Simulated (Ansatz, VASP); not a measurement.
Two plane-wave programs on La

File INCAR:

```
SYSTEM = La
PREC = Accurate
ENCUT = 520
EDIFF = 1E-6
ISMEAR = -1
SIGMA = 0.1
LREAL = .FALSE.
LASPH = .TRUE.
NELM = 60
ALGO = Normal
ISIF = 2
LWAVE = .FALSE.
LCHARG = .TRUE.
GGA = PE
LELF = .TRUE.
LVHAR = .TRUE.
NBANDS = 30
```

KPOINTS

```
regular mesh
0
G
  13 13 4
  0 0 0
```

POSCAR

```
La
1.0
    3.6692839919      0.0000000000      0.0000000000
   -1.8346419959      3.1776931507      0.0000000000
    0.0000000000      0.0000000000     11.7806804779
La
4
Direct
    0.0000000000      1.0000000000      1.0000000000
    0.0000000000      1.0000000000      0.5000000000
    0.3333333333      0.6666666667      0.7500000000
    0.6666666667      0.3333333333      0.2500000000
```

Input for Ansatz:

```yaml
crystal:
  lattice:
    - [3.6692839919, 0.0, 0.0]
    - [-1.8346419959, 3.1776931507, 0.0]
    - [0.0, 0.0, 11.7806804779]
  atoms:
    - { symbol: La, position: [0.0, 1.0, 1.0] }
    - { symbol: La, position: [0.0, 1.0, 0.5] }
    - { symbol: La, position: [0.3333333333, 0.6666666667, 0.75] }
    - { symbol: La, position: [0.6666666667, 0.3333333333, 0.25] }
hamiltonian:
  xc: pbe
  pseudopotentials:
    kind: paw
    azcp:
      La: "pseudopotentials/La.paw.azcp"
basis:
  ecutwfc: 420
  fft_grid_basis: typed
kpoints:
  mp_grid: { grid: [13, 13, 4], shift: [0, 0, 0] }
magnetization:
  spin_polarized: false
scf:
  occupations: { method: fermi_dirac, width: 0.1 }
output:
  stress: true
```

Alike in both runs: task single point; functional PBE; k mesh 13 × 13 × 4; occupations fermi-dirac, width 0.1 eV; no spin polarisation.

|  | VASP | Ansatz |
| --- | --- | --- |
| version | VASP 6.6.1 | Ansatz 0.2.0 |
| potentials or method | VASP PAW PBE potentials, release 64 (La), cutoff 520 eV | plane waves (420 eV) with PAW, scalar-relativistic |
| valence electrons in the cell | 44 | 44 |

|  | VASP | Ansatz | Ansatz less VASP |
| --- | --- | --- | --- |
| pressure (GPa) | 2.3 | 2.2 | -0.09 |
| traceless stress, the component that is largest in VASP (GPa) | 0.07 | 0.08 | +0.015 |

The functional is the same, so the differences come from potentials, cutoffs and numerics.

Spin-orbit coupling is off throughout.
